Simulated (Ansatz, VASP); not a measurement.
## One calculation of Ag2O, two programs

Contents of POSCAR:

```
Ag2O
1.0
    4.7051173178      0.0000000000      0.0000000000
    0.0000000000      4.7051173178      0.0000000000
    0.0000000000      0.0000000000      4.7051173178
Ag O
4 2
Direct
    0.7500000000      0.7500000000      0.7500000000
    0.7500000000      0.2500000000      0.2500000000
    0.2500000000      0.2500000000      0.7500000000
    0.2500000000      0.7500000000      0.2500000000
    0.0000000000      0.0000000000      0.0000000000
    0.5000000000      0.5000000000      0.5000000000
```

File INCAR.step1:

```
  PREC = Accurate
  ENCUT = 660
  ISMEAR = 0
  SIGMA = 0.05
  LREAL = False
  LASPH = True
  NELM = 120
  NBANDS = 37
  GGA = PE
  ALGO = Normal
  EDIFF = 1E-5
  LWAVE = True
  LCHARG = False
  GGA_COMPAT = False
```

File INCAR.step2:

```
  PREC = Accurate
  ENCUT = 660
  EDIFF = 1E-6
  ISMEAR = 0
  SIGMA = 0.05
  LREAL = False
  LASPH = True
  NELM = 120
  ALGO = Normal
  ISIF = 2
  LWAVE = False
  LCHARG = False
  METAGGA = R2SCAN
  LMIXTAU = True
  IVDW = 13
  VDW_S6 = 1.0
  VDW_S8 = 0.6018749
  VDW_A1 = 0.51559235
  VDW_A2 = 5.77342911
  NBANDS = 37
  ISTART = 1
  GGA_COMPAT = False
```

File KPOINTS:

```
regular mesh
0
Gamma
  6 6 6
```

Input for Ansatz:

```yaml
crystal:
  lattice:
    - [4.7051173178, 0.0, 0.0]
    - [0.0, 4.7051173178, 0.0]
    - [0.0, 0.0, 4.7051173178]
  atoms:
    - { symbol: Ag, position: [0.75, 0.75, 0.75] }
    - { symbol: Ag, position: [0.75, 0.25, 0.25] }
    - { symbol: Ag, position: [0.25, 0.25, 0.75] }
    - { symbol: Ag, position: [0.25, 0.75, 0.25] }
    - { symbol: O, position: [0.0, 0.0, 0.0] }
    - { symbol: O, position: [0.5, 0.5, 0.5] }
basis:
  ecutwfc: 500
  ecutrho_ratio: 4
kpoints:
  mp_grid: { grid: [6, 6, 6] }
hamiltonian:
  xc: r2scan
  dispersion: d4
scf:
  occupations: { method: gaussian, width: 0.05 }
output:
  forces: true
  stress: true
  eigenvalues: true
```

Alike in both runs: task single point; functional r2SCAN; dispersion D4; k mesh 6 × 6 × 6; occupations gaussian, width 0.05 eV; no spin polarisation.

|  | VASP | Ansatz |
| --- | --- | --- |
| version | VASP 6.6.1 | Ansatz 0.2.0 |
| potentials or method | VASP PAW PBE potentials, release 64 (Ag, O), cutoff 660 eV | scalar-relativistic, plane waves, PAW |
| valence electrons in the cell | 56 | 88 |

```tsv
	VASP	Ansatz	Ansatz less VASP
gap on the k mesh at the Fermi level (eV)	0.29	0.29	+0.002
least direct gap on the mesh (eV)	0.29	0.29	+0.002
pressure (GPa)	1.5	1.7	+0.19
```

VASP's potentials were made for PBE, not for r2SCAN. VASP's potentials hold 56 valence electrons a cell and Ansatz's 88, so a difference there can come from the potentials and not from the codes.
